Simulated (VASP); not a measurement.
# TiC (Fm-3m) in VASP: settings compared, part 2 of 2

VASP 6.6.1. Earlier steps stand in the parts before.

## Step 4: Single point, b88 exchange, pbe correlation

This run uses another cell than the first one, of 10.16 Å³/atom.

File INCAR:

```
PREC = Accurate
ENCUT = 600
EDIFF = 1E-6
ISMEAR = -1
SIGMA = 0.05
LREAL = False
LASPH = True
NELM = 120
ALGO = Normal
ISIF = 2
LWAVE = False
LCHARG = False
GGA = LIBXC
LIBXC1 = GGA_X_B88
LIBXC2 = GGA_C_PBE
NBANDS = 15
GGA_COMPAT = False
```

File KPOINTS:

```
Automatic mesh
0
Gamma
  11 11 11
```

File POSCAR:

```
TiC
1.0
    0.0000000000      2.1657188437      2.1657188437
    2.1657188437      0.0000000000      2.1657188437
    2.1657188437      2.1657188437      0.0000000000
Ti C
1 1
Direct
    0.0000000000      0.0000000000      0.0000000000
    0.5000000000      0.5000000000      0.5000000000
```

Potentials or basis: VASP PAW PBE potentials, release 64 (Ti_sv, C).

Run with:

```bash
> cat potpaw_PBE.64/Ti_sv/POTCAR potpaw_PBE.64/C/POTCAR > POTCAR
> mpirun -np 1 vasp_std > vasp.out
```

OUTCAR:

```text
PREC = Accurate
   ENCUT = 600
   EDIFF = 1E-6
   ISMEAR = -1
   LREAL = False
   LASPH = True
   NELM = 120
   ISIF = 2
   GGA = LIBXC

 ion  position               nearest neighbor table
   1  0.000  0.000  0.000-   2 2.17   2 2.17   2 2.17   2 2.17   2 2.17   2 2.17
   2  0.500  0.500  0.500-   1 2.17   1 2.17   1 2.17   1 2.17   1 2.17   1 2.17

  LATTYP: Found a face centered cubic cell.
 ALAT       =     4.3314376874

  Lattice vectors:

 A1 = (   0.0000000000,   2.1657188437,   2.1657188437)
 A2 = (   2.1657188437,   0.0000000000,   2.1657188437)
 A3 = (   2.1657188437,   2.1657188437,   0.0000000000)

Analysis of symmetry for initial positions (statically):
=====================================================================
 Subroutine PRICEL returns:
 Original cell was already a primitive cell.

 Routine SETGRP: Setting up the symmetry group for a
 face centered cubic supercell.

 Subroutine GETGRP returns: Found 48 space group operations
 (whereof 48 operations were pure point group operations)
 out of a pool of 48 trial point group operations.

The static configuration has the point symmetry O_h .

Analysis of symmetry for dynamics (positions and initial velocities):
[... 176 lines left out ...]
     10      11.0528      0.00000
     11      11.0528      0.00000
     12      11.0714      0.00000
     13      11.0714      0.00000
     14      19.8781      0.00000
[... 401 lines left out ...]
      2     -23.5252      2.00000
      3     -23.3612      2.00000
      4     -23.2742      2.00000
      5      -1.2988      2.00000
      6       6.1349      2.00000
      7       7.2067      2.00000
      8       7.4526      2.00000
      9      10.9143      0.00000
     10      12.0107      0.00000
     11      12.9390      0.00000
     12      13.7209      0.00000
     13      16.6088      0.00000
     14      21.1869      0.00000
     15      22.9008      0.00000

 [... further k-points ...]

------------------------ aborting loop because EDIFF is reached ----------------------------------------

  FORCE on cell =-STRESS in cart. coord.  units (eV):
  Direction    XX          YY          ZZ          XY          YZ          ZX
  --------------------------------------------------------------------------------------
  -------------------------------------------------------------------------------------
  Total        0.0536518      0.0536518      0.0536518      0.0000000      0.0000000      0.0000000
  in kB        4.2311503      4.2311503      4.2311503      0.0000000      0.0000000      0.0000000
  external PRESSURE =       4.2311503 kB  Pullay stress =       0.0000000 kB

 VOLUME and BASIS-vectors are now :
 -----------------------------------------------------------------------------
  energy-cutoff  :      600.00
  volume of cell :       20.32
      direct lattice vectors                 reciprocal lattice vectors
     0.000000000  2.165718844  2.165718844    -0.230870227  0.230870227  0.230870227
     2.165718844  0.000000000  2.165718844     0.230870227 -0.230870227  0.230870227
     2.165718844  2.165718844  0.000000000     0.230870227  0.230870227 -0.230870227

 POSITION                                       TOTAL-FORCE (eV/Angst)
 -----------------------------------------------------------------------------------
      0.00000      0.00000      0.00000         0.000000     -0.000000     -0.000000
      2.16572      2.16572      2.16572        -0.000000      0.000000      0.000000
 -----------------------------------------------------------------------------------
    total drift:                                0.000000     -0.000000     -0.000000

  FREE ENERGIE OF THE ION-ELECTRON SYSTEM (eV)
  ---------------------------------------------------
  free  energy   TOTEN  =       -18.4881968364 eV

  energy  without entropy=      -18.4858154723  energy(sigma->0) =      -18.48700615
```

stdout:

```text
POSCAR found type information on POSCAR TiC
 POSCAR found :  2 types and       2 ions
 scaLAPACK will be used
 -----------------------------------------------------------------------------
|                                                                             |
|                                                                             |
|     You enforced a specific xc type in the INCAR file but a different       |
|     I HOPE YOU KNOW WHAT YOU ARE DOING!                                     |
|                                                                             |
 -----------------------------------------------------------------------------

 LDA part: xc-table for (None,None), standard interpolation
 POSCAR, INCAR and KPOINTS ok, starting setup
 FFT: planning ... GRIDC
 FFT: planning ... GRID_SOFT
 FFT: planning ... GRID
 WAVECAR not read
 entering main loop
```

Wall time 10 s (1 thread of Intel Xeon 6975P-C (Granite Rapids), shared host); peak memory 0.14 GiB.

What came out:

- Free energy: -18.4882 eV
- Pressure: 0.4 GPa
- Band gap on the k mesh: zero (bands 8 and 9 overlap by 1.10 eV)

Levels at points of the mesh, in eV from the Fermi level:
```csv
k point,band 4,band 5,band 6,band 7,band 8,band 9,band 10,band 11,band 12,band 13
"(0.00, 0.00, 0.00)",-32.69,-12.45,0.63,0.63,0.63,1.61,1.61,1.61,1.63,1.63
```

Caveat: the PAW data sets were made with another functional, which shifts forces and pressure a little.

## Step 5: Single point, b88 exchange, pbe correlation

This run uses another cell than the first one, of 10.36 Å³/atom.

INCAR is that of step 4.

File KPOINTS:

```
regular mesh
0
Gamma
  11 11 11
```

File POSCAR:

```
TiC
1.0
    0.0000000000      2.1800617706      2.1800617706
    2.1800617706      0.0000000000      2.1800617706
    2.1800617706      2.1800617706      0.0000000000
Ti C
1 1
Direct
    0.0000000000      0.0000000000      0.0000000000
    0.5000000000      0.5000000000      0.5000000000
```

Run with:

```bash
> cat potpaw_PBE.64/Ti_sv/POTCAR potpaw_PBE.64/C/POTCAR > POTCAR
> mpirun -np 1 vasp_std > vasp.out
```

Wall time 18 s (1 thread of Intel Xeon 6975P-C (Granite Rapids), shared host); peak memory 0.17 GiB.

Results (log left out):

| Property | Result |
| --- | --- |
| Free energy | -18.4837 eV |
| Pressure | -4.4 GPa |
| Band gap on the k mesh | zero (bands 8 and 9 overlap by 1.09 eV) |

Levels at points of the mesh, in eV from the Fermi level:
```
           k point  band 6  band 7  band 8  band 9  band 10  band 11
(0.00, 0.00, 0.00)    0.62    0.62    0.62    1.59     1.59     1.59
```

Caveat: the cell stands under tension; the PAW data sets were made with another functional, which shifts forces and pressure a little.

## Step 6: The runs side by side

```csv
cell,gap on the mesh (eV),pressure (GPa)
"a = 3.021 Å, angles 60.0°, 2 atoms",none,11.6
"a = 3.042 Å, angles 60.0°, 2 atoms",none,5.7
"a = 3.063 Å, angles 60.0°, 2 atoms",none,0.4
"a = 3.083 Å, angles 60.0°, 2 atoms",none,-4.4
```

Alike in all rows: task single point; level b88 exchange, pbe correlation; potentials or basis VASP PAW PBE potentials, release 64 (Ti_sv, C); no spin polarisation; k mesh 11 × 11 × 11; cutoff (eV) 600; smearing fermi-dirac 0.05 eV.

Caveats: the PAW data sets were made with another functional, which shifts forces and pressure a little; the cell stands under pressure (at least some runs); the cell stands under tension (at least some runs).

Total energies depend on the potentials used, so only differences within one code and one set of settings carry meaning.
